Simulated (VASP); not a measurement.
Runs of VASP 6.6.1 on NiO. It takes space group Fm-3m (No. 225, cubic). The conventional cell has a = 4.172 Å, b = 4.172 Å, c = 4.172 Å, α = 90.00°, β = 90.00°, γ = 90.00°. Within 2.8 Å of Ni (site symmetry m-3m) lie 6 O at 2.09 Å. Within 2.8 Å of O (site symmetry m-3m) lie 6 Ni at 2.09 Å. 

```csv
spin,fixed moment (μB),pressure (GPa),moment (μB)
"collinear, ferromagnetic start",0.4,-1.1,0.40
"collinear, zero start",0.0,(b),0.00
"collinear, ferromagnetic start",0.9,0.4,0.90
"collinear, ferromagnetic start",1.8,(a),1.80
"collinear, ferromagnetic start",1.3,2.5,1.30
```

Alike in all rows: task single point; level PBE; potentials or basis VASP PAW PBE potentials, release 64 (Ni, O); cell as given; k mesh 14 × 14 × 14; cutoff (eV) 520; smearing fermi-dirac 0.1 eV.

Task: Fill in the values left out.

Result: (a) 6.5; (b) -1.5.

Caveats: the total moment is fixed, so each spin has its own Fermi level; a cell with one magnetic atom can't hold antiferromagnetic order, which such compounds often take (at least some runs); the cell stands under pressure (at least some runs).
